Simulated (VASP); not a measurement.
# Co (Pnma) in VASP: relaxation of cell and atoms with PBE

Aim: the relaxation of cell and atoms of Co with PBE.

Everything below comes from runs of VASP 6.6.1. Logs are shortened: lines on timing, memory, paths and dates and some standing lists are left out, and cuts for length are marked.

### Step 1. The cell of the first run

It takes space group Pnma (No. 62, orthorhombic). The conventional cell has a = 5.017 Å, b = 3.614 Å, c = 2.716 Å, α = 90.00°, β = 90.00°, γ = 90.00°. Co (site symmetry m) has 12 Co at 2.41 to 2.92 Å within 3.2 Å.

### Step 2. Relaxation of cell and atoms, PBE, collinear spin, ferromagnetic start

Contents of INCAR:

```
PREC = Accurate
ENCUT = 600
EDIFF = 1E-6
ISMEAR = 0
SIGMA = 0.1
LREAL = False
LASPH = True
NELM = 150
ALGO = Normal
ISIF = 3
LWAVE = False
LCHARG = False
ISPIN = 2
MAGMOM = 3 3 3 3
LORBIT = 11
LMAXMIX = 4
GGA = PE
IBRION = 2
NSW = 90
EDIFFG = -0.04
```

Contents of KPOINTS:

```
regular mesh
0
Gamma
  4 6 6
```

Contents of POSCAR:

```
Co
1.0
    5.0167872196      0.0000000000      0.0000000000
    0.0000000000      3.6144970811      0.0000000000
    0.0000000000      0.0000000000      2.7158243453
Co
4
Direct
    0.1666700000      0.7500000000      0.5235200000
    0.3333300000      0.2500000000      0.0235200000
    0.6666700000      0.7500000000      0.9764800000
    0.8333300000      0.2500000000      0.4764800000
```

Potentials or basis: VASP PAW PBE potentials, release 64 (Co).

Run with:

```console
$ cat potpaw_PBE.64/Co/POTCAR > POTCAR
$ mpirun -np 1 vasp_std > vasp.out
```

OUTCAR:

```text
PREC = Accurate
   ENCUT = 600
   EDIFF = 1E-6
   ISMEAR = 0
   LREAL = False
   LASPH = True
   NELM = 150
   ISIF = 3
   ISPIN = 2
   LORBIT = 11
   GGA = PE
   IBRION = 2
   NSW = 90
   EDIFFG = -0.04

 ion  position               nearest neighbor table
   1  0.167  0.750  0.524-   2 2.41   2 2.41   2 2.41   2 2.41   4 2.47   4 2.47   3 2.79   3 2.79
                             3 2.92   3 2.92
   2  0.333  0.250  0.024-   1 2.41   1 2.41   1 2.41   1 2.41   3 2.47   3 2.47   4 2.79   4 2.79
                             4 2.92   4 2.92
   3  0.667  0.750  0.976-   4 2.41   4 2.41   4 2.41   4 2.41   2 2.47   2 2.47   1 2.79   1 2.79
                             1 2.92   1 2.92
   4  0.833  0.250  0.476-   3 2.41   3 2.41   3 2.41   3 2.41   1 2.47   1 2.47   2 2.79   2 2.79
                             2 2.92   2 2.92

  LATTYP: Found a simple orthorhombic cell.
 ALAT       =     2.7158243453
 B/A-ratio  =     1.3309023786
 C/A-ratio  =     1.8472428927

  Lattice vectors:

 A1 = (   0.0000000000,   0.0000000000,  -2.7158243453)
 A2 = (   0.0000000000,   3.6144970811,   0.0000000000)
 A3 = (   5.0167872196,   0.0000000000,   0.0000000000)

Analysis of symmetry for initial positions (statically):
=====================================================================
 Subroutine PRICEL returns:
 Original cell was already a primitive cell.

 Routine SETGRP: Setting up the symmetry group for a
 simple orthorhombic supercell.

 Subroutine GETGRP returns: Found  8 space group operations
 (whereof  2 operations were pure point group operations)
 out of a pool of  8 trial point group operations.

The static configuration has the point symmetry S_2 .
 The point group associated with its full space group is D_2h.

Analysis of symmetry for dynamics (positions and initial velocities):
=====================================================================
 Subroutine PRICEL returns:
 Original cell was already a primitive cell.

 Routine SETGRP: Setting up the symmetry group for a
 simple orthorhombic supercell.

 Subroutine GETGRP returns: Found  8 space group operations
 (whereof  2 operations were pure point group operations)
 out of a pool of  8 trial point group operations.

The dynamic configuration has the point symmetry S_2 .
 The point group associated with its full space group is D_2h.

Analysis of structural, dynamic, and magnetic symmetry:
=====================================================================
 Subroutine PRICEL returns:
 Original cell was already a primitive cell.

 Routine SETGRP: Setting up the symmetry group for a
 simple orthorhombic supercell.

 Subroutine GETGRP returns: Found  8 space group operations
 (whereof  2 operations were pure point group operations)
 out of a pool of  8 trial point group operations.
[... 128 lines left out ...]
  Fermi-wavevector in a.u.,A,eV,Ry     =   1.474746  2.786866 29.590985  2.174876
  Thomas-Fermi vector in A             =   2.589480
   LORBIT       =     11    0 simple, 1 ext, 2 COOP (PROOUT), +10 PAW based schemes
   GGA     = PE    functional components
   LHFCALC =     F    Hartree Fock is set to
   AEXX    =    0.0000 exact exchange contribution
   IVDW    =     0    specifies the selected vdW correction
   LEPSILON=     F    determine dielectric tensor
   LRPA    =     F    only Hartree local field effects (RPA)
 conjugate gradient relaxation of ions
 spin polarized calculation
 Gauss-broadening in eV      SIGMA  =   0.10
  energy-cutoff  :      600.00
  volume of cell :       49.25
 maximum number of plane-waves:      1672
   NGX = 21   NGY = 15   NGZ = 11

--------------------------------------- Ionic step        1  -------------------------------------------

 number of electron      36.0000000 magnetization      12.0000000

 number of electron      36.0000016 magnetization       6.7000074

 Free energy of the ion-electron system (eV)
  ---------------------------------------------------
  ext. energy  EPLUGINS =         0.00000000
  ---------------------------------------------------
  free energy    TOTEN  =       -26.93220065 eV

  energy without entropy =      -26.89820611  energy(sigma->0) =      -26.91520338

 E-fermi :   8.7196     XC(G=0): -12.6393

 val. band max:        8.7147465480   @ k =   0.2500   0.0000   0.3333
 cond. band min:       8.7197628062   @ k =   0.0000   0.5000   0.0000
 fundamental gap:      0.0050162582
 Fermi energy:         8.7196023377

 spin component 1

 k-point     1 :       0.0000    0.0000    0.0000
  band No.  band energies     occupation
      1       0.4143      1.00000
      2       4.0114      1.00000
      3       4.0135      1.00000
      4       4.3033      1.00000
      5       4.9939      1.00000
      6       5.5154      1.00000
[... 1590 lines left out ...]
  FREE ENERGIE OF THE ION-ELECTRON SYSTEM (eV)
  ---------------------------------------------------
  free  energy   TOTEN  =       -27.7820924504 eV

  energy  without entropy=      -27.7702833756  energy(sigma->0) =      -27.77618791

[... ionic steps 4 to 12 ...]

--------------------------------------- Ionic step       13  -------------------------------------------

 number of electron      36.0000012 magnetization       6.6039286

------------------------ aborting loop because EDIFF is reached ----------------------------------------
[... 71 lines left out ...]
--------------------------------------- Ionic step       15  -------------------------------------------

 number of electron      36.0000008 magnetization       6.5900827

 Free energy of the ion-electron system (eV)
  ---------------------------------------------------
  ext. energy  EPLUGINS =         0.00000000
  ---------------------------------------------------
  free energy    TOTEN  =       -28.17829058 eV

  energy without entropy =      -28.15839796  energy(sigma->0) =      -28.16834427

 E-fermi :  10.2200     XC(G=0): -13.4029

 val. band max:       10.2075976359   @ k =   0.5000   0.1667   0.1667
 cond. band min:      10.2290271925   @ k =   0.0000   0.1667   0.1667
 fundamental gap:      0.0214295567
 Fermi energy:        10.2200194735

 spin component 1

 k-point     1 :       0.0000    0.0000    0.0000
  band No.  band energies     occupation
      1       1.3408      1.00000
      2       5.1055      1.00000
      3       5.4983      1.00000
      4       5.5318      1.00000
      5       5.8070      1.00000
      6       7.5293      1.00000
[... 1514 lines left out ...]
  FREE ENERGIE OF THE ION-ELECTRON SYSTEM (eV)
  ---------------------------------------------------
  free  energy   TOTEN  =       -28.1782905821 eV

  energy  without entropy=      -28.1583979564  energy(sigma->0) =      -28.16834427

 reached required accuracy - stopping structural energy minimisation

 total charge

# of ion       s       p       d       tot
------------------------------------------
    1        0.490   0.523   7.258   8.271
    2        0.490   0.523   7.258   8.271
    3        0.490   0.523   7.258   8.271
    4        0.490   0.523   7.258   8.271
--------------------------------------------------
tot          1.960   2.092  29.034  33.085

 magnetization (x)

# of ion       s       p       d       tot
------------------------------------------
    1       -0.014  -0.053   1.732   1.666
    2       -0.014  -0.053   1.732   1.666
    3       -0.014  -0.053   1.732   1.666
    4       -0.014  -0.053   1.732   1.666
--------------------------------------------------
tot         -0.054  -0.210   6.929   6.665
```

CONTCAR:

```text
Co
   1.00000000000000
     4.3297596882838034    0.0000000000000000    0.0000000000000000
     0.0000000000000000    4.0483677890320706    0.0000000000000000
     0.0000000000000000    0.0000000000000000    2.4765590939578117
  Co
     4
Direct
     0.1641980572818141    0.7500000000000000    0.4997650752214280
     0.3358019427181859    0.2500000000000000    0.9997650752214281
     0.6641980572818140    0.7500000000000000    0.0002349247785719
     0.8358019427181860    0.2500000000000000    0.5002349247785720

  0.00000000E+00  0.00000000E+00  0.00000000E+00
  0.00000000E+00  0.00000000E+00  0.00000000E+00
  0.00000000E+00  0.00000000E+00  0.00000000E+00
  0.00000000E+00  0.00000000E+00  0.00000000E+00
```

Run time: 17 min. Hardware: 1 thread of Intel Xeon Platinum 8259CL at 2.50GHz (Skylake/Cascade Lake), shared host; peak memory 0.27 GiB.

What came out:

- Free energy: -28.1783 eV
- Relaxed volume: 10.85 Å³/atom
- Relaxed cell: a = 4.330 Å, b = 4.048 Å, c = 2.477 Å, α = 90.00°, β = 90.00°, γ = 90.00°
- Space group after relaxing (to 0.05 Å): P6_3/mmc (No. 194)
- Energy gained by relaxing: 311.5 meV/atom
- Ionic steps: 15
- Pressure after relaxing: 0.0 GPa
- Largest force after relaxing: 0.005 eV/Å
- Net moment: 6.59 μB per cell
- Site moments: Co +1.67 μB
- Valence electrons inside the program's atomic spheres: Co 8.27

Forces in eV/Å, atoms in the order of the input:
```
Co   0.004  0.000  0.003
Co  -0.004  0.000  0.003
Co   0.004  0.000 -0.003
Co  -0.004  0.000 -0.003
```

Step by step:
| step | energy change (eV) | largest force (eV/Å) | pressure (GPa) | volume (Å³) |
| --- | --- | --- | --- | --- |
| 1 | 0.0000 | 0.1632 | -12.35 | 49.25 |
| 2 | -0.8132 | 0.2083 | 7.01 | 42.63 |
| 3 | -0.8499 | 0.2317 | 13.82 | 41.31 |
| 4 | -1.1510 | 0.2176 | 11.01 | 41.39 |
| 5 | -1.1507 | 0.2179 | 11.03 | 41.39 |
| 6 | -1.2227 | 0.1681 | -2.83 | 44.03 |
| 7 | -1.2271 | 0.1782 | -0.44 | 43.50 |
| 8 | -1.2270 | 0.1790 | -0.16 | 43.45 |
| 9 | -1.2321 | 0.1614 | -0.05 | 43.43 |
| 10 | -1.2390 | 0.1144 | 0.42 | 43.34 |
| 11 | -1.2432 | 0.0719 | -0.30 | 43.48 |
| 12 | -1.2443 | 0.0108 | -1.60 | 43.74 |
| 13 | -1.2449 | 0.0218 | -1.16 | 43.64 |
| 14 | -1.2451 | 0.0216 | 1.02 | 43.19 |
| 15 | -1.2461 | 0.0045 | 0.01 | 43.41 |

Final structure:
```xyz
4
Lattice="4.3298 0.0000 0.0000 0.0000 4.0484 0.0000 0.0000 0.0000 2.4766" Properties=species:S:1:pos:R:3 pbc="T T T"
Co    0.7109    3.0363    1.2377
Co    1.4539    1.0121    2.4760
Co    2.8758    3.0363    0.0006
Co    3.6188    1.0121    1.2389
```

Caveat: the k points lie up to 0.42 Å⁻¹ apart in the final cell.
